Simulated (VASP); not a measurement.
A run of VASP 6.6.1 is set up as follows.

File POSCAR:

```
Ti
1.0
    0.0000000000      2.0551516154      2.0551516154
    2.0551516154      0.0000000000      2.0551516154
    2.0551516154      2.0551516154      0.0000000000
Ti
1
Direct
    0.0000000000      0.0000000000      0.0000000000
```

File INCAR.step1:

```
SYSTEM = Ti
ALGO     = Normal         ! electronic algorithm
EDIFF    = 1E-4           ! SCF threshold, eV
ENCUT    = 520            ! plane-wave cutoff, eV
GGA      = PE             ! functional
ISMEAR   = 0              ! smearing method
LASPH    = .TRUE.         ! aspherical terms in the spheres
LCHARG   = .FALSE.        ! write CHGCAR
LREAL    = .FALSE.        ! projectors in reciprocal space
LWAVE    = .TRUE.         ! write WAVECAR
NBANDS   = 12             ! bands
NELM     = 80             ! most SCF steps
PREC     = Accurate       ! precision mode
SIGMA    = 0.1            ! smearing width, eV
```

The input INCAR.step2:

```
SYSTEM = Ti
ALGO     = Normal         ! electronic algorithm
EDIFF    = 1E-6           ! SCF threshold, eV
ENCUT    = 520            ! plane-wave cutoff, eV
ISIF     = 2              ! what is computed and relaxed
ISMEAR   = 0              ! smearing method
ISTART   = 1            
LASPH    = .TRUE.         ! aspherical terms in the spheres
LCHARG   = .TRUE.         ! write CHGCAR
LELF     = .TRUE.         ! ELF
LMIXTAU  = .TRUE.       
LREAL    = .FALSE.        ! projectors in reciprocal space
LVHAR    = .TRUE.       
LWAVE    = .FALSE.        ! write WAVECAR
METAGGA  = R2SCAN         ! meta-GGA
NBANDS   = 12             ! bands
NELM     = 80             ! most SCF steps
PREC     = Accurate       ! precision mode
SIGMA    = 0.1            ! smearing width, eV
```

KPOINTS

```
k-points
0
G
  18 18 18
  0 0 0
```

Potentials or basis: VASP PAW PBE potentials, release 64 (Ti_sv).

Launch:

```bash
$ cat potpaw_PBE.64/Ti_sv/POTCAR > POTCAR
$ cp INCAR.step1 INCAR
$ mpirun -np 1 vasp_std > vasp.out
$ cp INCAR.step2 INCAR
$ mpirun -np 1 vasp_std > vasp.out
```

**Question.** What does it give for the pressure?

**Answer.** 0.4 GPa.

**Question.** Estimate the band gap on the k mesh.

**Answer.** Zero (band 6 reaches 9.23 eV, above the bottom of band 7 at 7.81 eV).

Caveat: the PAW data sets were made with another functional, which shifts forces and pressure a little.
